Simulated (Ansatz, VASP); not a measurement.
**Te in VASP and in Ansatz**

```xyz
4
Lattice="9.2140 0.0000 0.0000 0.0000 3.1522 0.0000 0.0000 0.0000 4.4566" Properties=species:S:1:pos:R:3 pbc="T T T"
Te    6.9105    1.5761    2.3202
Te    2.3035    1.5761    2.1364
Te    0.0000    1.5761    0.0000
Te    4.6070    1.5761    0.0000
```

Alike in both runs: task single point; functional r2SCAN; k mesh 4 × 10 × 6; occupations gaussian, width 0.05 eV; no spin polarisation.

|  | VASP | Ansatz |
| --- | --- | --- |
| version | VASP 6.6.1 | Ansatz 0.2.0 |
| potentials or method | VASP PAW PBE potentials, release 64 (Te), cutoff 520 eV | scalar-relativistic, plane waves, PAW |
| valence electrons in the cell | 24 | 64 |

|  | VASP | Ansatz | Ansatz less VASP |
| --- | --- | --- | --- |
| gap on the k mesh at the Fermi level (eV) | none | none | - |
| pressure (GPa) | 0.1 | 0.2 | +0.04 |
| traceless stress, the component that is largest in VASP (GPa) | -0.47 | -0.47 | +0.001 |

VASP's potentials were made for PBE, not for r2SCAN. A gap of «none» marks a metal or a gap that the smearing closes. VASP's potentials hold 24 valence electrons a cell and Ansatz's 64, so a difference there can come from the potentials and not from the codes.

Neither program's run includes spin-orbit coupling.
